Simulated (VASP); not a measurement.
Here is a VASP 6.6.1 calculation.

The input INCAR:

```
ALGO = Normal
DIPOL = 0.5 0.5 0.301
EDIFF = 1E-6
ENCUT = 520
GGA = PE
IDIPOL = 3
ISIF = 2
ISMEAR = 0
LASPH = T
LCHARG = F
LDIPOL = T
LREAL = F
LWAVE = F
NBANDS = 36
NELM = 80
PREC = Accurate
SIGMA = 0.1
```

The input KPOINTS:

```
k-points
0
Gamma
  5 5 1
```

The input POSCAR:

```
Al6N
1.0
    5.7143028096      0.0000000000      0.0000000000
    0.0000000000      5.7143028096      0.0000000000
    0.0000000000      0.0000000000     22.1750227687
Al N
12 2
Direct
    0.2500000000      0.2500000000      0.1803831293
    0.2500000000      0.7500000000      0.1803831293
    0.7500000000      0.2500000000      0.1803831293
    0.7500000000      0.7500000000      0.1803831293
    0.0000000000      0.0000000000      0.2744094920
    0.0000000000      0.5000000000      0.2744094920
    0.5000000000      0.0000000000      0.2744094920
    0.5000000000      0.5000000000      0.2744094920
    0.2500000000      0.2500000000      0.3686590473
    0.2500000000      0.7500000000      0.3686590473
    0.7500000000      0.2500000000      0.3686590473
    0.7500000000      0.7500000000      0.3686590473
    0.4037502879      0.5000000000      0.4624582746
    0.5962497121      0.5000000000      0.4624582746
```

Potentials or basis: VASP PAW PBE potentials, release 64 (Al, N).

Launch:

```bash
$ cat potpaw_PBE.64/Al/POTCAR potpaw_PBE.64/N/POTCAR > POTCAR
$ mpirun -np 1 vasp_std > vasp.out
```

Task: Predict the band gap on the k mesh.

Result: Zero (bands 23 and 24 overlap by 0.51 eV).

Task: What does it give for the largest force?

Result: 5.448 eV/Å.

Forces on the atoms (eV/Å):
```
Al  -0.021 -0.050  0.018
Al  -0.021  0.050  0.018
Al   0.021 -0.050  0.018
Al   0.021  0.050  0.018
Al   0.000  0.000  0.023
Al   0.000  0.000 -0.055
Al   0.000  0.000 -0.099
Al   0.000  0.000  0.122
Al  -0.339 -0.406 -0.419
Al  -0.339  0.406 -0.419
Al   0.339 -0.406 -0.419
Al   0.339  0.406 -0.419
N   -5.388  0.000  0.806
N    5.388  0.000  0.806
```

Caveat: the standard files for N, O and F lose accuracy on very short bonds.
